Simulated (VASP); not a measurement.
## Ag2Sn: single point with PBE

The system is Ag2Sn.

```xyz
3
Lattice="0.0000 3.1657 3.1657 3.1657 0.0000 3.1657 3.1657 3.1657 0.0000" Properties=species:S:1:pos:R:3 pbc="T T T"
Ag    1.5829    1.5829    1.5829
Ag    4.7486    4.7486    4.7486
Sn    0.0000    0.0000    0.0000
```

| Property | Result |
| --- | --- |
| Program | VASP 6.6.1 |
| Task | single point |
| Functional | PBE |
| Potentials or basis | VASP PAW PBE potentials, release 64 (Ag, Sn_d) |
| Cutoff | 520 eV |
| k mesh | 6 × 6 × 6 |
| Occupations | gaussian, width 0.1 eV |
| Spin | no spin polarisation |
| Dipole correction | no |
| Further INCAR settings | ALGO = Normal; EDIFF = 1e-07; NBANDS = 25 |

The pressure is 8.0 GPa. The band gap on the k mesh is zero (band 18 reaches 11.13 eV, above the bottom of band 19 at 5.83 eV).

Levels at points of the mesh, in eV from the Fermi level:
```tsv
k point	band 14	band 15	band 16	band 17	band 18	band 19	band 20	band 21	band 22	band 23
(0.00, 0.00, 0.00)	-4.25	-3.73	-3.73	3.04	3.41	3.41	3.41	3.99	3.99	3.99
(0.50, 0.00, 0.00)	-4.70	-4.70	-4.46	-3.98	1.81	1.81	2.68	5.14	5.14	6.42
(0.50, 0.50, 0.00)	-4.33	-4.25	-3.76	-2.44	-1.21	-1.21	2.06	3.37	11.12	11.19
```

Run time: 25 s on 1 thread of Intel(R) Xeon(R) 6975P-C (Granite Rapids) (shared host), peak memory 0.2 GiB.

Caveat: spin-orbit coupling is left out, which moves the levels of the heavy elements.
